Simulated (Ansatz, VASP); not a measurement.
Zr3SeS2 in VASP and in Ansatz

```xyz
6
Lattice="8.2904 0.0000 0.0000 -4.1452 7.1797 0.0000 0.0000 0.0000 3.1224" Properties=species:S:1:pos:R:3 pbc="T T T"
Zr    4.1452    0.0000    1.5612
Zr   -2.0726    3.5899    1.5612
Zr    2.0726    3.5899    1.5612
Se    0.0000    0.0000    1.5612
S     0.0000    4.7865    1.5612
S     4.1452    2.3932    1.5612
```

Alike in both runs: functional PBE; k mesh 3 × 3 × 6; occupations gaussian, width 0.1 eV; no spin polarisation.

Ansatz relaxed the structure, and its values are those at the end. VASP's run is a single point on that final structure, the one shown.

|  | VASP | Ansatz |
| --- | --- | --- |
| version | VASP 6.6.1 | Ansatz 0.2.0 |
| potentials or method | VASP PAW PBE potentials, release 64 (Zr_sv, Se, S), cutoff 520 eV | scalar-relativistic, plane waves, PAW |
| valence electrons in the cell | 54 | 64 |

```csv
,VASP,Ansatz,Ansatz less VASP
gap on the k mesh at the Fermi level (eV),none,none,-
pressure (GPa),-0.1,-0.1,+0.02
```

A gap of «none» marks a metal or a gap that the smearing closes. VASP's potentials hold 54 valence electrons a cell and Ansatz's 64, so a difference there can come from the potentials and not from the codes.
